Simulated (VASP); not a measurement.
Wanted: the native input for a VASP 6.6.1 run.

```
Task                   : single point
Functional             : r2SCAN
Dispersion             : D3(BJ)
Potentials or basis    : VASP PAW PBE potentials, release 64 (Mg_sv, O)
Cutoff                 : 680 eV
k mesh                 : 3 × 3 × 2
Occupations            : gaussian, width 0.05 eV
Spin                   : no spin polarisation
Dipole correction      : no
Further INCAR settings : ALGO = Normal; EDIFF = 1e-06; NBANDS = 42
```

The system is MgO.

```xyz
8
Lattice="5.7099 0.0000 0.0000 -1.4275 2.4725 0.0000 0.0000 0.0000 5.2079" Properties=species:S:1:pos:R:3 pbc="T T T"
Mg    0.0113    0.0429   -0.0053
Mg   -0.0313   -0.0397    2.5966
Mg    2.8638    0.0745   -0.0348
Mg    2.8175   -0.0293    2.5892
O    -0.0933    1.6136    1.3167
O     0.0501    1.7206    3.9489
O     2.7804    1.6287    1.3198
O     2.9078    1.6249    3.9073
```

These files were run (other wordings do the same):

POSCAR

```
MgO
1.0
    5.7099270000      0.0000000000      0.0000000000
   -1.4274820000      2.4724710000      0.0000000000
    0.0000000000      0.0000000000      5.2078520000
Mg O
4 4
Direct
    0.0063254805      0.0173599609     -0.0010086692
   -0.0094950798     -0.0160746071      0.4985867494
    0.5090779047      0.0301269459     -0.0066743448
    0.4904793646     -0.0118492795      0.4971725387
    0.1468141708      0.6526430441      0.2528241970
    0.1827614018      0.6959199926      0.7582527307
    0.6516160761      0.6587138939      0.2534232924
    0.6735540872      0.6572024505      0.7502765056
```

INCAR.step1

```
ALGO = Normal ; EDIFF = 1E-5
ENCUT = 680 ; GGA = PE
GGA_COMPAT = F ; ISMEAR = 0
LASPH = T ; LCHARG = F
LREAL = F ; LWAVE = T
NBANDS = 42 ; NELM = 120
PREC = Accurate ; SIGMA = 0.05
```

INCAR.step2

```
ALGO = Normal ; EDIFF = 1E-6
ENCUT = 680 ; GGA_COMPAT = F
ISIF = 2 ; ISMEAR = 0
ISTART = 1 ; IVDW = 12
LASPH = T ; LCHARG = F
LMIXTAU = T ; LREAL = F
LWAVE = F ; METAGGA = R2SCAN
NBANDS = 42 ; NELM = 120
PREC = Accurate ; SIGMA = 0.05
VDW_A1 = 0.49484001 ; VDW_A2 = 5.73083694
VDW_S6 = 1.0 ; VDW_S8 = 0.78981345
```

KPOINTS

```
k-points
0
Gamma
  3 3 2
```

Potentials or basis: VASP PAW PBE potentials, release 64 (Mg_sv, O).

Command:

```console
$ cat potpaw_PBE.64/Mg_sv/POTCAR potpaw_PBE.64/O/POTCAR > POTCAR
$ cp INCAR.step1 INCAR
$ mpirun -np 1 vasp_std > vasp.out
$ cp INCAR.step2 INCAR
$ mpirun -np 1 vasp_std > vasp.out
```

Results of the run:

| Quantity | Value |
| --- | --- |
| Pressure | 6.7 GPa |
| Largest force | 0.711 eV/Å |
| Band gap on the k mesh | 4.53 eV |
| Dispersion energy per atom | -0.141 eV |

Caveat: the k points lie up to 0.73 Å⁻¹ apart; three body term missing; the PAW data sets were made with another functional, which shifts forces and pressure a little.

Wall time 110 s on 1 thread of AMD EPYC 9R45 96-Core Processor (Zen 5), on a shared host, peak memory 0.22 GiB.
